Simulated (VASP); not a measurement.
# CsHf3 (Pm-3m) in VASP: a series of runs

CsHf3 is run at these levels: PBE; tasks: single point, relaxation of cell and atoms.

Program: VASP 6.6.1. These are calculated values, not measurements. Logs are shortened: lines on timing, memory, paths and dates and some standing lists are left out, and cuts for length are marked.

**1. The cell of the first run**

It takes space group Pm-3m (No. 221, cubic). The conventional cell has a = 4.690 Å, b = 4.690 Å, c = 4.690 Å, α = 90.00°, β = 90.00°, γ = 90.00°. Within 4.4 Å of Cs (site symmetry m-3m) lie 12 Hf at 3.32 Å. Hf (site symmetry 4/mmm) has 4 Cs at 3.32 Å and 8 Hf at 3.32 Å within 4.4 Å.

**2. Single point, PBE**

INCAR reads:

```
SYSTEM = CsHf3
PREC = Accurate
ENCUT = 520
EDIFF = 1E-7
ISMEAR = 0
SIGMA = 0.1
LREAL = .FALSE.
LASPH = .TRUE.
NELM = 100
ALGO = Normal
ISIF = 2
LWAVE = .FALSE.
LCHARG = .FALSE.
GGA = PE
NBANDS = 28
```

KPOINTS reads:

```
regular mesh
0
G
  10 10 10
  0 0 0
```

POSCAR reads:

```
CsHf3
1.0
    4.6897312945      0.0000000000      0.0000000000
    0.0000000000      4.6897312945      0.0000000000
    0.0000000000      0.0000000000      4.6897312945
Cs Hf
1 3
Direct
    0.0000000000      0.0000000000      0.0000000000
    0.5000000000      0.5000000000      0.0000000000
    0.0000000000      0.5000000000      0.5000000000
    0.5000000000      0.0000000000      0.5000000000
```

Potentials or basis: VASP PAW PBE potentials, release 64 (Cs_sv, Hf_pv).

Started as:

```bash
cat potpaw_PBE.64/Cs_sv/POTCAR potpaw_PBE.64/Hf_pv/POTCAR > POTCAR
mpirun -np 1 vasp_std > vasp.out
```

OUTCAR:

```text
SYSTEM = CsHf3
   PREC = Accurate
   ENCUT = 520
   EDIFF = 1E-7
   ISMEAR = 0
   LREAL = .FALSE.
   LASPH = .TRUE.
   NELM = 100
   ISIF = 2
   GGA = PE

 ion  position               nearest neighbor table
   1  0.000  0.000  0.000-   2 3.32   3 3.32   4 3.32   3 3.32   4 3.32   2 3.32   3 3.32   3 3.32
                             2 3.32   4 3.32   4 3.32   2 3.32
   2  0.500  0.500  0.000-   1 3.32   3 3.32   4 3.32   3 3.32   4 3.32   1 3.32   4 3.32   4 3.32
                             1 3.32   3 3.32   3 3.32   1 3.32
   3  0.000  0.500  0.500-   1 3.32   2 3.32   4 3.32   1 3.32   2 3.32   1 3.32   4 3.32   1 3.32
                             2 3.32   4 3.32   2 3.32   4 3.32
   4  0.500  0.000  0.500-   1 3.32   2 3.32   3 3.32   1 3.32   2 3.32   2 3.32   3 3.32   2 3.32
                             1 3.32   3 3.32   1 3.32   3 3.32

  LATTYP: Found a simple cubic cell.
 ALAT       =     4.6897312945

  Lattice vectors:

 A1 = (   4.6897312945,   0.0000000000,   0.0000000000)
 A2 = (   0.0000000000,   4.6897312945,   0.0000000000)
 A3 = (   0.0000000000,   0.0000000000,   4.6897312945)

Analysis of symmetry for initial positions (statically):
=====================================================================
 Subroutine PRICEL returns:
 Original cell was already a primitive cell.

 Routine SETGRP: Setting up the symmetry group for a
 simple cubic supercell.

 Subroutine GETGRP returns: Found 48 space group operations
 (whereof 48 operations were pure point group operations)
 out of a pool of 48 trial point group operations.

The static configuration has the point symmetry O_h .

Analysis of symmetry for dynamics (positions and initial velocities):
=====================================================================
 Subroutine PRICEL returns:
 Original cell was already a primitive cell.

 Routine SETGRP: Setting up the symmetry group for a
 simple cubic supercell.

 Subroutine GETGRP returns: Found 48 space group operations
 (whereof 48 operations were pure point group operations)
 out of a pool of 48 trial point group operations.

The dynamic configuration has the point symmetry O_h .

 Subroutine INISYM returns: Found 48 space group operations
 (whereof 48 operations are pure point group operations),
 and found     1 'primitive' translations

----------------------------------------------------------------------------------------

                                     Primitive cell

  volume of cell :     103.1440

  direct lattice vectors                    reciprocal lattice vectors
     4.689731294  0.000000000  0.000000000     0.213231833  0.000000000  0.000000000
     0.000000000  4.689731294  0.000000000     0.000000000  0.213231833  0.000000000
     0.000000000  0.000000000  4.689731294     0.000000000  0.000000000  0.213231833

  length of vectors
     4.689731294  4.689731294  4.689731294     0.213231833  0.213231833  0.213231833

  position of ions in fractional coordinates (direct lattice)
     0.000000000  0.000000000  0.000000000
     0.500000000  0.500000000  0.000000000
     0.000000000  0.500000000  0.500000000
     0.500000000  0.000000000  0.500000000

  ion indices of the primitive-cell ions
   primitive index   ion index
                 1           1
                 2           2
                 3           3
                 4           4

----------------------------------------------------------------------------------------

 KPOINTS: regular mesh

Automatic generation of k-mesh.
 Grid dimensions read from file:
 generate k-points for:   10   10   10

 Generating k-lattice:

  Cartesian coordinates                     Fractional coordinates (reciprocal lattice)
     0.021323183  0.000000000  0.000000000     0.100000000  0.000000000  0.000000000
     0.000000000  0.021323183  0.000000000     0.000000000  0.100000000  0.000000000
     0.000000000  0.000000000  0.021323183     0.000000000  0.000000000  0.100000000

  Length of vectors
     0.021323183  0.021323183  0.021323183

  Shift w.r.t. Gamma in fractional coordinates (k-lattice)
     0.000000000  0.000000000  0.000000000

 Subroutine IBZKPT returns following result:
 ===========================================

 Found     56 irreducible k-points:

 Following reciprocal coordinates:
            Coordinates               Weight
  0.000000  0.000000  0.000000      1.000000
  0.100000  0.000000  0.000000      6.000000
  0.200000  0.000000  0.000000      6.000000
  0.300000  0.000000  0.000000      6.000000
  0.400000  0.000000  0.000000      6.000000
  0.500000  0.000000  0.000000      3.000000
[... 16 lines left out ...]
  0.200000  0.100000  0.100000     24.000000
  0.300000  0.100000  0.100000     24.000000
 [... further k-points ...]
   k-points           NKPTS =     56   k-points in BZ     NKDIM =     56   number of bands    NBANDS=     28
   number of dos      NEDOS =    301   number of ions     NIONS =      4
   total plane-waves  NPLWV =  46656
   dimension x,y,z NGX =    36 NGY =   36 NGZ =   36
   dimension x,y,z NGXF=    72 NGYF=   72 NGZF=   72
   ions per type =               1   3
   NGX,Y,Z   is equivalent  to a cutoff of  12.76, 12.76, 12.76 a.u.
   NGXF,Y,Z  is equivalent  to a cutoff of  25.52, 25.52, 25.52 a.u.
 SYSTEM =  CsHf3
   PREC   = accura    normal or accurate (medium, high low for compatibility)
   ISTART =      0    job   : 0-new  1-cont  2-samecut
   ICHARG =      2    charge: 1-file 2-atom 10-const
   ISPIN  =      1    spin polarized calculation?
   LNONCOLLINEAR =      F non collinear calculations
   LSORBIT =      F    spin-orbit coupling
   LASPH  =      T    aspherical Exc in radial PAW
   ENCUT  =  520.0 eV  38.22 Ry    6.18 a.u.   8.72  8.72  8.72*2*pi/ulx,y,z
   NELM   =    100;   NELMIN=  2; NELMDL= -5     # of ELM steps
   EDIFF  = 0.1E-06   stopping-criterion for ELM
   LREAL  =      F    real-space projection
   EDIFFG = 0.1E-05   stopping-criterion for IOM
   NSW    =      0    number of steps for IOM
   IBRION =     -1    ionic relax: 0-MD 1-quasi-New 2-CG
   NFREE  =      0    steps in history (QN), initial steepest desc. (CG)
   ISIF   =      2    stress and relaxation
   ISYM   =      2    0-nonsym 1-usesym 2-fastsym
   POTIM  = 0.5000    time-step for ionic-motion
   TEBEG  =    0.0;   TEEND  =   0.0 temperature during run
   PSTRESS=    0.0 pullay stress
   NELECT =      39.0000    total number of electrons
   NUPDOWN=      -1.0000    fix difference up-down
   EMIN   =  10.00;   EMAX   =-10.00  energy-range for DOS
   EFERMI =   0.00;   METHOD = LEGACY
   ISMEAR =     0;   SIGMA  =   0.10  broadening in eV -4-tet -1-fermi 0-gaus
   EFERMI_NEDOS =   21; number of points for ismear=-14 and -15
   IALGO  =     38    algorithm
   IMIX   =      4    mixing-type and parameters
     AMIX     =   0.40;   BMIX     =  1.00
     AMIX_MAG =   1.60;   BMIX_MAG =  1.00
  volume/ion in A,a.u.               =      25.79       174.01
  Fermi-wavevector in a.u.,A,eV,Ry     =   1.183809  2.237075 19.067265  1.401404
  Thomas-Fermi vector in A             =   2.320036
   LORBIT       =      0    0 simple, 1 ext, 2 COOP (PROOUT), +10 PAW based schemes
   GGA     = PE    functional components
   LHFCALC =     F    Hartree Fock is set to
   AEXX    =    0.0000 exact exchange contribution
   IVDW    =     0    specifies the selected vdW correction
   LEPSILON=     F    determine dielectric tensor
   LRPA    =     F    only Hartree local field effects (RPA)
 non-spin polarized calculation
 Gauss-broadening in eV      SIGMA  =   0.10
  energy-cutoff  :      520.00
  volume of cell :      103.14
 maximum number of plane-waves:      2806
 NGX is ok and might be reduce to    36
   NGX = 17   NGY = 17   NGZ = 17

 number of electron      39.0000000 magnetization

 Free energy of the ion-electron system (eV)
  ---------------------------------------------------
  ext. energy  EPLUGINS =         0.00000000
  ---------------------------------------------------
  free energy    TOTEN  =       -25.59611307 eV

  energy without entropy =      -25.57341846  energy(sigma->0) =      -25.58476576

 E-fermi :   4.5845     XC(G=0): -10.7650

 val. band max:        4.5794338473   @ k =   0.5000   0.4000   0.0000
 cond. band min:       4.5959051057   @ k =   0.5000   0.5000   0.0000
 fundamental gap:      0.0164712584
 Fermi energy:         4.5844503107

 k-point     1 :       0.0000    0.0000    0.0000
  band No.  band energies     occupation
      1     -26.5040      2.00000
      2     -26.5040      2.00000
      3     -26.5040      2.00000
      4     -26.3637      2.00000
      5     -26.3637      2.00000
      6     -26.3637      2.00000
[... 20 lines left out ...]
     27       8.4712      0.00000
     28       8.4712      0.00000

 k-point     2 :       0.1000    0.0000    0.0000
  band No.  band energies     occupation
      1     -26.4997      2.00000
      2     -26.4997      2.00000
      3     -26.4987      2.00000
      4     -26.3651      2.00000
      5     -26.3651      2.00000
      6     -26.3642      2.00000
[... 20 lines left out ...]
     27       8.3329      0.00000
     28       8.4712      0.00000

 k-point     3 :       0.2000    0.0000    0.0000
  band No.  band energies     occupation
      1     -26.4876      2.00000
      2     -26.4876      2.00000
      3     -26.4837      2.00000
      4     -26.3696      2.00000
      5     -26.3696      2.00000
      6     -26.3656      2.00000
[... 20 lines left out ...]
     27       7.9399      0.00000
     28       8.2885      0.00000

 k-point     4 :       0.3000    0.0000    0.0000
  band No.  band energies     occupation
      1     -26.4701      2.00000
      2     -26.4701      2.00000
      3     -26.4626      2.00000
      4     -26.3772      2.00000
      5     -26.3772      2.00000
      6     -26.3673      2.00000
[... 20 lines left out ...]
     27       7.3794      0.00000
     28       7.4357      0.00000

 k-point     5 :       0.4000    0.0000    0.0000
  band No.  band energies     occupation
      1     -26.4520      2.00000
      2     -26.4520      2.00000
      3     -26.4425      2.00000
      4     -26.3872      2.00000
      5     -26.3872      2.00000
      6     -26.3687      2.00000
[... 20 lines left out ...]
     27       7.2129      0.00000
     28       7.2129      0.00000

 k-point     6 :       0.5000    0.0000    0.0000
  band No.  band energies     occupation
      1     -26.4428      2.00000
      2     -26.4428      2.00000
      3     -26.4338      2.00000
      4     -26.3931      2.00000
      5     -26.3931      2.00000
      6     -26.3692      2.00000
[... 463 lines left out ...]
      5     -26.3921      2.00000
      6     -26.3221      2.00000
[... 20 lines left out ...]
     27       6.9888      0.00000
     28       6.9888      0.00000

 k-point    22 :       0.1000    0.1000    0.1000
  band No.  band energies     occupation
      1     -26.5072      2.00000
      2     -26.4832      2.00000
      3     -26.4832      2.00000
      4     -26.3730      2.00000
      5     -26.3730      2.00000
      6     -26.3529      2.00000
[... 20 lines left out ...]
     27       8.2873      0.00000
     28       8.2873      0.00000

 k-point    23 :       0.2000    0.1000    0.1000
  band No.  band energies     occupation
      1     -26.5046      2.00000
      2     -26.4735      2.00000
      3     -26.4638      2.00000
      4     -26.3836      2.00000
      5     -26.3734      2.00000
      6     -26.3462      2.00000
[... 20 lines left out ...]
     27       7.9602      0.00000
     28       8.1995      0.00000

 k-point    24 :       0.3000    0.1000    0.1000
  band No.  band energies     occupation
      1     -26.4933      2.00000
      2     -26.4592      2.00000
      3     -26.4477      2.00000
      4     -26.3959      2.00000
      5     -26.3718      2.00000
      6     -26.3408      2.00000
[... 20 lines left out ...]
     27       7.5431      0.00000
     28       7.5815      0.00000

 [... further k-points ...]

------------------------ aborting loop because EDIFF is reached ----------------------------------------

  FORCE on cell =-STRESS in cart. coord.  units (eV):
  Direction    XX          YY          ZZ          XY          YZ          ZX
  --------------------------------------------------------------------------------------
  -------------------------------------------------------------------------------------
  Total        0.0671723      0.0671723      0.0671723      0.0000000      0.0000000      0.0000000
  in kB        1.0434141      1.0434141      1.0434141      0.0000000      0.0000000      0.0000000
  external PRESSURE =       1.0434141 kB  Pullay stress =       0.0000000 kB

 VOLUME and BASIS-vectors are now :
 -----------------------------------------------------------------------------
  energy-cutoff  :      520.00
  volume of cell :      103.14
      direct lattice vectors                 reciprocal lattice vectors
     4.689731294  0.000000000  0.000000000     0.213231833  0.000000000  0.000000000
     0.000000000  4.689731294  0.000000000     0.000000000  0.213231833  0.000000000
     0.000000000  0.000000000  4.689731294     0.000000000  0.000000000  0.213231833

 POSITION                                       TOTAL-FORCE (eV/Angst)
 -----------------------------------------------------------------------------------
      0.00000      0.00000      0.00000         0.000000      0.000000      0.000000
      2.34487      2.34487      0.00000         0.000000      0.000000      0.000000
      0.00000      2.34487      2.34487         0.000000      0.000000      0.000000
      2.34487      0.00000      2.34487         0.000000      0.000000      0.000000
 -----------------------------------------------------------------------------------
    total drift:                                0.000000      0.000000      0.000000

  FREE ENERGIE OF THE ION-ELECTRON SYSTEM (eV)
  ---------------------------------------------------
  free  energy   TOTEN  =       -25.5961130712 eV

  energy  without entropy=      -25.5734184577  energy(sigma->0) =      -25.58476576
```

Run time: 46 s. Hardware: 1 thread of Intel Xeon 6975P-C (Granite Rapids), shared host; peak memory 0.29 GiB.

What came out:

| Quantity | Value |
| --- | --- |
| Free energy | -25.5961 eV |
| Pressure | 0.1 GPa |

Caveat: spin-orbit coupling is left out, which moves the levels of the heavy elements.

**3. Relaxation of cell and atoms, PBE**

This run uses another cell than the first one, of 25.67 Å³/atom, 0.996 times its volume.

INCAR reads:

```
ALGO = Normal
EDIFF = 1E-6
EDIFFG = -0.01
ENCUT = 600
GGA = PE
IBRION = 2
ISIF = 3
ISMEAR = 0
LASPH = T
LCHARG = F
LREAL = F
LWAVE = F
NELM = 100
NSW = 100
PREC = Accurate
SIGMA = 0.1
```

KPOINTS reads:

```
k-points
0
Gamma
  10 10 10
```

POSCAR reads:

```
CsHf3
1.0
    4.6827160486      0.0000000000      0.0000000000
    0.0000000000      4.6827160486      0.0000000000
    0.0000000000      0.0000000000      4.6827160486
Cs Hf
1 3
Direct
    0.0000000000      0.0000000000      0.0000000000
    0.5000000000      0.5000000000      0.0000000000
    0.0000000000      0.5000000000      0.5000000000
    0.5000000000      0.0000000000      0.5000000000
```

Potentials or basis: VASP PAW PBE potentials, release 64 (Cs_sv, Hf_pv).

Started as:

```bash
cat potpaw_PBE.64/Cs_sv/POTCAR potpaw_PBE.64/Hf_pv/POTCAR > POTCAR
mpirun -np 1 vasp_std > vasp.out
```

Run time: 1.8 min. Hardware: 1 thread of Intel Xeon 6975P-C (Granite Rapids), shared host; peak memory 0.34 GiB.

It converged, with:

- Free energy: -25.5966 eV
- Relaxed volume: 25.83 Å³/atom
- Relaxed cell: a = 4.693 Å, b = 4.693 Å, c = 4.693 Å, α = 90.00°, β = 90.00°, γ = 90.00°
- Space group after relaxing (to 0.05 Å): Pm-3m (No. 221)
- Energy gained by relaxing: 0.2 meV/atom
- Ionic steps: 3
- Pressure after relaxing: 0.0 GPa

The path:
```csv
step,energy change (eV),largest force (eV/Å),pressure (GPa),volume (Å³)
1,0.0000,0.0000,0.38,102.68
2,-0.0007,0.0000,-0.12,103.58
3,-0.0008,0.0000,0.00,103.34
```

Final structure:
```cif
data_structure
_symmetry_space_group_name_H-M 'P 1'
_symmetry_Int_Tables_number 1
_cell_length_a 4.6927
_cell_length_b 4.6927
_cell_length_c 4.6927
_cell_angle_alpha 90.000
_cell_angle_beta 90.000
_cell_angle_gamma 90.000
_cell_volume 103.34
loop_
_atom_site_label
_atom_site_type_symbol
_atom_site_fract_x
_atom_site_fract_y
_atom_site_fract_z
_atom_site_occupancy
Cs1 Cs 0.00000 0.00000 0.00000 1
Hf1 Hf 0.50000 0.50000 0.00000 1
Hf2 Hf 0.00000 0.50000 0.50000 1
Hf3 Hf 0.50000 0.00000 0.50000 1
```

Levels at points of the mesh, in eV from the Fermi level:
| k point | band 17 | band 18 | band 19 | band 20 | band 21 | band 22 | band 23 |
| --- | --- | --- | --- | --- | --- | --- | --- |
| (0.00, 0.00, 0.00) | -1.70 | -1.60 | -1.60 | -1.60 | 1.64 | 1.64 | 1.64 |
| (0.50, 0.00, 0.00) | -0.74 | -0.46 | -0.07 | -0.07 | 0.15 | 0.72 | 0.72 |
| (0.50, 0.50, 0.00) | -0.53 | 0.01 | 0.07 | 0.07 | 0.50 | 0.52 | 0.52 |
| (0.50, 0.50, 0.50) | -0.67 | 0.14 | 0.76 | 0.76 | 0.76 | 1.55 | 1.55 |

Caveat: spin-orbit coupling is left out, which moves the levels of the heavy elements.

**4. Single point, PBE**

INCAR reads:

```
PREC = Accurate ; ENCUT = 520
EDIFF = 1E-6 ; ISMEAR = 0
SIGMA = 0.1 ; LREAL = False
LASPH = True ; NELM = 100
ALGO = Normal ; ISIF = 2
LWAVE = False ; LCHARG = True
GGA = PE ; LELF = True
LVHAR = True ; NBANDS = 28
```

KPOINTS reads:

```
Automatic mesh
0
Gamma
  10 10 10
```

POSCAR reads:

```
CsHf3
1.0
    4.6897312945      0.0000000000      0.0000000000
    0.0000000000      4.6897312945      0.0000000000
    0.0000000000      0.0000000000      4.6897312945
Cs Hf
1 3
Direct
    0.0000000000      0.0000000000      0.0000000000
    0.5000000000      0.5000000000      0.0000000000
    0.0000000000      0.5000000000      0.5000000000
    0.5000000000      0.0000000000      0.5000000000
```

Started as:

```bash
cat potpaw_PBE.64/Cs_sv/POTCAR potpaw_PBE.64/Hf_pv/POTCAR > POTCAR
mpirun -np 1 vasp_std > vasp.out
```

Wall time 48 s (1 thread of Intel Xeon 6975P-C (Granite Rapids), shared host); peak memory 0.29 GiB.

Results (log left out):

```
Free energy : -25.5961 eV
Pressure    : 0.1 GPa
```

Levels at points of the mesh, in eV from the Fermi level:
```
           k point  band 16  band 17  band 18  band 19  band 20  band 21  band 22  band 23  band 24  band 25
(0.00, 0.00, 0.00)    -2.82    -1.70    -1.60    -1.60    -1.60     1.64     1.64     1.64     3.52     3.52
(0.50, 0.00, 0.00)    -1.33    -0.74    -0.46    -0.07    -0.07     0.14     0.72     0.72     1.61     1.71
(0.50, 0.50, 0.00)    -1.37    -0.53     0.01     0.07     0.07     0.49     0.52     0.52     0.97     1.84
(0.50, 0.50, 0.50)    -3.33    -0.67     0.14     0.76     0.76     0.76     1.55     1.55     1.55     2.09
```

Caveat: spin-orbit coupling is left out, which moves the levels of the heavy elements.
